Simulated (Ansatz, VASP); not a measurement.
# One calculation of Al3Ni2, two programs

File INCAR:

```
ALGO     = Fast           # electronic algorithm
EDIFF    = 1E-6           # SCF threshold, eV
ENCUT    = 520            # plane-wave cutoff, eV
GGA      = PS             # functional
ISIF     = 2              # what is computed and relaxed
ISMEAR   = 0              # smearing method
LASPH    = True           # aspherical terms in the spheres
LCHARG   = True           # write CHGCAR
LELF     = True           # ELF
LREAL    = False          # projectors in reciprocal space
LVHAR    = True         
LWAVE    = False          # write WAVECAR
NBANDS   = 22             # bands
NELM     = 60             # most SCF steps
PREC     = Accurate       # precision mode
SIGMA    = 0.15           # smearing width, eV
```

KPOINTS

```
k-points
0
Gamma
  12 12 10
```

File POSCAR:

```
Al3Ni2
1.0
    4.1032181344      0.0000000000      0.0000000000
   -2.0516090672      3.5534911417      0.0000000000
    0.0000000000      0.0000000000      4.7379779954
Al Ni
3 2
Direct
    0.0000000000      0.0000000000      0.0000000000
    0.3333333333      0.6666666667      0.6477829059
    0.6666666667      0.3333333333      0.3522170941
    0.3333333333      0.6666666667      0.1455709067
    0.6666666667      0.3333333333      0.8544290933
```

Input for Ansatz:

```yaml
crystal:
  lattice:
    - [4.1032181344, 0.0, 0.0]
    - [-2.0516090672, 3.5534911417, 0.0]
    - [0.0, 0.0, 4.7379779954]
  atoms:
    - { symbol: Al, position: [0.0, 0.0, 0.0] }
    - { symbol: Al, position: [0.3333333333, 0.6666666667, 0.6477829059] }
    - { symbol: Al, position: [0.6666666667, 0.3333333333, 0.3522170941] }
    - { symbol: Ni, position: [0.3333333333, 0.6666666667, 0.1455709067] }
    - { symbol: Ni, position: [0.6666666667, 0.3333333333, 0.8544290933] }
basis:
  ecutwfc: 420
kpoints:
  mp_grid: { grid: [12, 12, 10] }
hamiltonian:
  xc: pbesol
scf:
  occupations: { method: gaussian, width: 0.15 }
output:
  forces: true
  stress: true
  eigenvalues: true
```

Change from the starting cell: strain +0.025 along x and y, -0.025 along z, atoms carried along.

Alike in both runs: task single point; functional PBEsol; k mesh 12 × 12 × 10; occupations gaussian, width 0.15 eV; no spin polarisation.

|  | VASP | Ansatz |
| --- | --- | --- |
| version | VASP 6.6.1 | Ansatz 0.2.0 |
| potentials or method | VASP PAW PBE potentials, release 64 (Al, Ni), cutoff 520 eV | scalar-relativistic, plane waves, PAW |
| valence electrons in the cell | 29 | 45 |

```csv
,VASP,Ansatz,Ansatz less VASP
gap on the k mesh at the Fermi level (eV),none,none,-
pressure (GPa),-3.0,-2.6,+0.36
"traceless stress, the component that is largest in VASP (GPa)",7.77,7.78,+0.007
rms of the force components (eV/Å),0.031,0.036,+0.0054
```

VASP's potentials were made for PBE, not for PBEsol. Atom by atom the forces differ by 0.006 eV/Å (rms over components). A gap of «none» marks a metal or a gap that the smearing closes. With one functional, cell and mesh, what is left measures potentials, basis and numerics. VASP's potentials hold 29 valence electrons a cell and Ansatz's 45, so a difference there can come from the potentials and not from the codes.
